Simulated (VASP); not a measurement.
# BN (P6_3/mmc) in VASP: a series of runs, part 2 of 2

VASP 6.6.1.

## Step 4: Relaxation of cell and atoms, PBE0

File POSCAR:

```
BN
1.0
    2.4982400000      0.0000000000      0.0000000000
   -1.2491200000      2.1635393048      0.0000000000
    0.0000000000      0.0000000000      6.6357000000
N B
2 2
Direct
    0.6666666667      0.3333333333      0.2500000000
    0.3333333333      0.6666666667      0.7500000000
    0.6666666667      0.3333333333      0.7500000000
    0.3333333333      0.6666666667      0.2500000000
```

File INCAR.step1:

```
PREC = Accurate ; ENCUT = 600
EDIFF = 1E-5 ; ISMEAR = -1
SIGMA = 0.05 ; LREAL = F
LASPH = T ; NELM = 60
ALGO = Normal ; LWAVE = T
LCHARG = F ; GGA = PE
NBANDS = 16
```

File INCAR.step2:

```
PREC = Accurate ; ENCUT = 600
EDIFF = 1E-7 ; ISMEAR = -1
SIGMA = 0.05 ; LREAL = F
LASPH = T ; NELM = 60
ALGO = Normal ; ISIF = 3
LWAVE = F ; LCHARG = F
GGA = PE ; LHFCALC = T
AEXX = 0.25 ; PRECFOCK = Normal
IBRION = 2 ; NSW = 60
EDIFFG = -0.01 ; ISTART = 1
```

File KPOINTS:

```
regular mesh
0
Gamma
  6 6 2
```

Run with:

```bash
cat potpaw_PBE.64/N/POTCAR potpaw_PBE.64/B/POTCAR > POTCAR
cp INCAR.step1 INCAR
mpirun -np 1 vasp_std > vasp.out
cp INCAR.step2 INCAR
mpirun -np 1 vasp_std > vasp.out
```

Run time: 45 min. Hardware: 1 thread of Intel Xeon Platinum 8559C (Emerald Rapids), shared host; peak memory 0.17 GiB.

It converged, with:

```
Free energy                           : -42.7320 eV
Relaxed volume                        : 10.00 Å³/atom
Relaxed cell                          : a = 2.496 Å, b = 2.496 Å, c = 7.412 Å, α = 90.00°, β = 90.00°, γ = 120.00°
Space group after relaxing (to 0.1 Å) : P6_3/mmc (No. 194)
Energy gained by relaxing             : 5.8 meV/atom
Ionic steps                           : 13
Pressure after relaxing               : 0.0 GPa
Band gap on the k mesh                : 6.54 eV (least direct gap 6.88 eV)
```

Step by step:
```csv
step,energy change (eV),largest force (eV/Å),pressure (GPa),volume (Å³)
1,0.0000,0.0000,0.06,35.87
2,-0.0019,0.0000,1.92,35.88
3,-0.0019,0.0000,2.07,35.89
4,-0.0031,0.0000,2.00,35.98
5,-0.0062,0.0000,1.81,36.27
6,-0.0114,0.0000,1.44,36.84
7,-0.0185,0.0000,0.79,38.00
8,-0.0231,0.0000,-0.32,40.31
9,-0.0232,0.0000,-0.25,40.14
10,-0.0231,0.0000,-0.13,39.86
11,-0.0231,0.0000,-0.19,40.01
12,-0.0229,0.0000,0.70,39.92
13,-0.0232,0.0000,0.02,39.99
```

Final structure:
```xyz
4
Lattice="2.4961 0.0000 0.0000 -1.2480 2.1616 0.0000 0.0000 0.0000 7.4116" Properties=species:S:1:pos:R:3 pbc="T T T"
N     1.2480    0.7205    1.8529
N     0.0000    1.4411    5.5587
B     1.2480    0.7205    5.5587
B     0.0000    1.4411    1.8529
```

Levels at points of the mesh, in eV from the valence-band top:
```tsv
k point	band 6	band 7	band 8	band 9	band 10	band 11
(0.00, 0.00, 0.00)	-1.58	-1.57	-1.57	6.59	11.26	14.20
(0.50, 0.00, 0.00)	-4.63	-1.29	-0.73	6.54	7.47	11.86
(0.00, 0.00, 0.50)	-1.57	-1.57	-1.57	8.51	8.51	14.23
(0.50, 0.00, 0.50)	-4.64	-1.00	-1.00	6.90	6.90	12.30
```

Caveat: the k points lie up to 0.48 Å⁻¹ apart in the final cell; the PAW data sets were made with another functional, which shifts forces and pressure a little; this functional lacks dispersion, which binds layers or chains, so the pressure and a relaxed spacing across them are unreliable.

## Step 5: Single point, r2SCAN-based global hybrid with 25 % exact exchange

POSCAR is that of step 4.

File INCAR.step1:

```
SYSTEM = BN
  ALGO = Normal
  EDIFF = 1E-5
  ENCUT = 520
  GGA = PE
  ISIF = 2
  ISMEAR = -1
  LASPH = .TRUE.
  LCHARG = .FALSE.
  LREAL = .FALSE.
  LWAVE = .TRUE.
  NBANDS = 16
  NELM = 100
  PREC = Accurate
  SIGMA = 0.05
```

File INCAR.step2:

```
SYSTEM = BN
  AEXX = 0.25
  ALGO = Normal
  EDIFF = 1E-6
  ENCUT = 520
  ISIF = 2
  ISMEAR = -1
  ISTART = 1
  LASPH = .TRUE.
  LCHARG = .FALSE.
  LHFCALC = .TRUE.
  LMIXTAU = .TRUE.
  LREAL = .FALSE.
  LWAVE = .FALSE.
  METAGGA = R2SCAN
  NBANDS = 16
  NELM = 100
  PREC = Accurate
  PRECFOCK = Normal
  SIGMA = 0.05
```

File KPOINTS:

```
k-points
0
G
  7 7 3
  0 0 0
```

Run with:

```bash
cat potpaw_PBE.64/N/POTCAR potpaw_PBE.64/B/POTCAR > POTCAR
cp INCAR.step1 INCAR
mpirun -np 1 vasp_std > vasp.out
cp INCAR.step2 INCAR
mpirun -np 1 vasp_std > vasp.out
```

It took 31 min on 1 thread of Intel Xeon 8259CL, shared host; peak memory 0.16 GiB.

The run converged. Its results:

- Free energy: -45.2120 eV
- Pressure: -1.8 GPa
- Band gap on the k mesh: 7.02 eV (least direct gap 7.26 eV)

Stress tensor (GPa, compression positive):
```
-3.05  0.00  0.00
 0.00 -3.05  0.00
 0.00  0.00  0.58
```

Levels at points of the mesh, in eV from the valence-band top:
| k point | band 6 | band 7 | band 8 | band 9 | band 10 | band 11 |
| --- | --- | --- | --- | --- | --- | --- |
| (0.00, 0.00, 0.00) | -1.54 | -1.50 | -1.50 | 7.40 | 13.32 | 14.63 |

Caveat: the PAW data sets were made with another functional, which shifts forces and pressure a little. A k mesh can miss the band edges.

## Step 6: Single point, r2SCAN-based global hybrid with 35 % exact exchange

POSCAR is that of step 5.

File INCAR.step1:

```
SYSTEM = BN
PREC = Accurate
ENCUT = 520
EDIFF = 1E-5
ISMEAR = -1
SIGMA = 0.05
LREAL = .False.
LASPH = .True.
NELM = 60
ALGO = Normal
ISIF = 2
LWAVE = .True.
LCHARG = .False.
GGA = PE
NBANDS = 16
```

File INCAR.step2:

```
SYSTEM = BN
PREC = Accurate
ENCUT = 520
EDIFF = 1E-7
ISMEAR = -1
SIGMA = 0.05
LREAL = .False.
LASPH = .True.
NELM = 60
ALGO = Normal
ISIF = 2
LWAVE = .False.
LCHARG = .False.
METAGGA = R2SCAN
LHFCALC = .True.
AEXX = 0.35
LMIXTAU = .True.
PRECFOCK = Normal
ISTART = 1
NBANDS = 16
```

File KPOINTS:

```
Automatic mesh
0
Gamma
  7 7 3
  0 0 0
```

Potentials or basis: VASP PAW PBE potentials, release 64 (N, B).

Run with:

```bash
cat potpaw_PBE.64/N/POTCAR potpaw_PBE.64/B/POTCAR > POTCAR
cp INCAR.step1 INCAR
mpirun -np 1 vasp_std > vasp.out
cp INCAR.step2 INCAR
mpirun -np 1 vasp_std > vasp.out
```

It took 31 min on 1 thread of Intel Xeon 8259CL, shared host; peak memory 0.17 GiB.

It converged, with:

```yaml
Free_energy: -47.8737 eV
Pressure: -3.1 GPa
Band_gap_on_the_k_mesh: 7.80 eV (least direct gap 8.04 eV)
```

Stress tensor (GPa, compression positive):
```
-4.96  0.00  0.00
 0.00 -4.96  0.00
 0.00  0.00  0.53
```

Levels at points of the mesh, in eV from the valence-band top:
| k point | band 6 | band 7 | band 8 | band 9 | band 10 | band 11 |
| --- | --- | --- | --- | --- | --- | --- |
| (0.00, 0.00, 0.00) | -1.62 | -1.57 | -1.57 | 8.11 | 14.19 | 15.55 |

Caveat: the stress differs along the axes, from -5 to 1 GPa; the PAW data sets were made with another functional, which shifts forces and pressure a little.

## Step 7: The runs side by side

```csv
task,level,cell,k mesh,cutoff (eV),share of exact exchange,gap on the mesh (eV),pressure (GPa)
single point,r2SCAN-based global hybrid with 15 % exact exchange,"a = 2.498, b = 2.498, c = 6.636 Å, angles 90.0, 90.0, 120.0°, 4 atoms",7 × 7 × 3,520,0.15,6.26,-0.5
single point,PBE0,"a = 2.495, b = 2.495, c = 7.948 Å, angles 90.0, 90.0, 120.0°, 4 atoms",6 × 6 × 2,520,0.25,6.35,0.1
relaxation of cell and atoms,PBE0,"relaxed from a = 2.498, b = 2.498, c = 6.636 Å, angles 90.0, 90.0, 120.0°, 4 atoms",6 × 6 × 2,600,0.25,6.54,0.0
single point,r2SCAN-based global hybrid with 25 % exact exchange,"a = 2.498, b = 2.498, c = 6.636 Å, angles 90.0, 90.0, 120.0°, 4 atoms",7 × 7 × 3,520,0.25,7.02,-1.8
single point,r2SCAN-based global hybrid with 35 % exact exchange,"a = 2.498, b = 2.498, c = 6.636 Å, angles 90.0, 90.0, 120.0°, 4 atoms",7 × 7 × 3,520,0.35,7.80,-3.1
```

Alike in all rows: potentials or basis VASP PAW PBE potentials, release 64 (N, B); no spin polarisation; smearing fermi-dirac 0.05 eV.

Caveats: some runs use coarse meshes; the PAW data sets were made with another functional, which shifts forces and pressure a little; this functional lacks dispersion, which binds layers or chains, so the pressure and a relaxed spacing across them are unreliable (at least some runs); the stress differs along the axes, from -5 to 1 GPa (at least some runs).

Absolute energies hang on the potentials; compare differences alone.
